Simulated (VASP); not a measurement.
Write the native input for VASP 6.6.1 that does the following.

```
Task                   : single point
Functional             : PBEsol
Potentials or basis    : VASP PAW PBE potentials, release 64 (Ta_pv, N)
Cutoff                 : 520 eV
k mesh                 : 23 × 23 × 7
Occupations            : gaussian, width 0.15 eV
Spin                   : no spin polarisation
Dipole correction      : no
Further INCAR settings : ALGO = Normal; EDIFF = 1e-06; NBANDS = 33
```

The structure of TaN lies in POSCAR:

```
TaN
1.0
   -2.9239890447      0.0000000000      0.0000000000
   -1.4619945224     -2.5322487931      0.0000000000
    0.0000000000      0.0000000000     13.1121829280
Ta N
3 3
Direct
    0.3333333333      0.3333333333      0.0547230296
    0.3333333333      0.3333333333      0.2736589351
    0.3333333333      0.3333333333      0.4925948406
    0.0000000000      0.0000000000      0.6020627934
    0.0000000000      0.0000000000      0.1641909823
    0.0000000000      0.0000000000      0.3831268879
```

This cell differs from its parent crystal: the distance across one plane changed.

The input as run:

INCAR

```
SYSTEM = TaN
  ALGO = Normal
  EDIFF = 1E-6
  ENCUT = 520
  GGA = PS
  ISIF = 2
  ISMEAR = 0
  LASPH = .True.
  LCHARG = .True.
  LELF = .True.
  LREAL = .False.
  LVHAR = .True.
  LWAVE = .False.
  NBANDS = 33
  NELM = 80
  PREC = Accurate
  SIGMA = 0.15
```

KPOINTS

```
k-points
0
Gamma
  23 23 7
  0 0 0
```

Potentials or basis: VASP PAW PBE potentials, release 64 (Ta_pv, N).

Run with:

```console
$ cat potpaw_PBE.64/Ta_pv/POTCAR potpaw_PBE.64/N/POTCAR > POTCAR
$ mpirun -np 1 vasp_std > vasp.out
```

Results of the run:

The pressure is -5.7 GPa, the largest force is 7.135 eV/Å and the band gap on the k mesh is zero (bands 24 and 25 overlap by 0.78 eV).

Caveat: the cell differs from its parent crystal (the distance across one plane changed); the stress differs along the axes, from -13 to -2 GPa; the PAW data sets were made with another functional, which shifts forces and pressure a little; spin-orbit coupling is left out, which moves the levels of the heavy elements.

Run time: 14 min on 1 thread of AMD EPYC 9R45 96-Core Processor (Zen 5) (shared host), peak memory 0.87 GiB.
